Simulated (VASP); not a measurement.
Input of a VASP 6.6.1 run:

Contents of INCAR:

```
SYSTEM = Cs
  ALGO = Normal
  EDIFF = 1E-7
  ENCUT = 520
  GGA = CA
  ISIF = 2
  ISMEAR = -1
  LASPH = .True.
  LCHARG = .False.
  LREAL = .False.
  LWAVE = .False.
  NBANDS = 10
  NELM = 100
  PREC = Accurate
  SIGMA = 0.1
```

KPOINTS

```
k-points
0
Gamma
  10 10 10
  0 0 0
```

File POSCAR:

```
Cs
1.0
    0.0000000000      3.3014456476      3.3014456476
    3.3014456476      0.0000000000      3.3014456476
    3.3014456476      3.3014456476      0.0000000000
Cs
1
Direct
    0.0000000000      0.0000000000      0.0000000000
```

Potentials or basis: VASP PAW LDA potentials, release 64 (Cs_sv).

Command:

```sh
$ cat potpaw_LDA.64/Cs_sv/POTCAR > POTCAR
$ mpirun -np 1 vasp_std > vasp.out
```

Predict the pressure.

1.0 GPa.
